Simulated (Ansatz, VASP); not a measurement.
## Au in VASP and in Ansatz

```
Au
1.0
    -1.65727    1.65727    1.74013
     1.65727   -1.65727    1.74013
     1.65727    1.65727   -1.74013
Au
1
Cartesian
  0.0000 0.0000 0.0000
```

Change from the starting cell: strain +0.000 along x and y, +0.050 along z, atoms carried along.

Alike in both runs: task single point; functional PBEsol; k mesh 20 × 20 × 20; occupations gaussian, width 0.15 eV; no spin polarisation.

```csv
,VASP,Ansatz
version,VASP 6.6.1,Ansatz 0.2.0
potentials or method,"VASP PAW PBE potentials, release 64 (Au), cutoff 520 eV","scalar-relativistic, plane waves, PAW"
valence electrons in the cell,11,19
```

|  | VASP | Ansatz | Ansatz less VASP |
| --- | --- | --- | --- |
| gap on the k mesh at the Fermi level (eV) | none | none | - |
| pressure (GPa) | -14.3 | -14.1 | +0.14 |
| traceless stress, the component that is largest in VASP (GPa) | 0.25 | 0.24 | -0.007 |

VASP's potentials were made for PBE, not for PBEsol. A gap of «none» marks a metal or a gap that the smearing closes. The functional is the same, so the differences come from potentials, cutoffs and numerics. VASP's potentials hold 11 valence electrons a cell and Ansatz's 19, so a difference there can come from the potentials and not from the codes.

Spin-orbit coupling is off throughout.
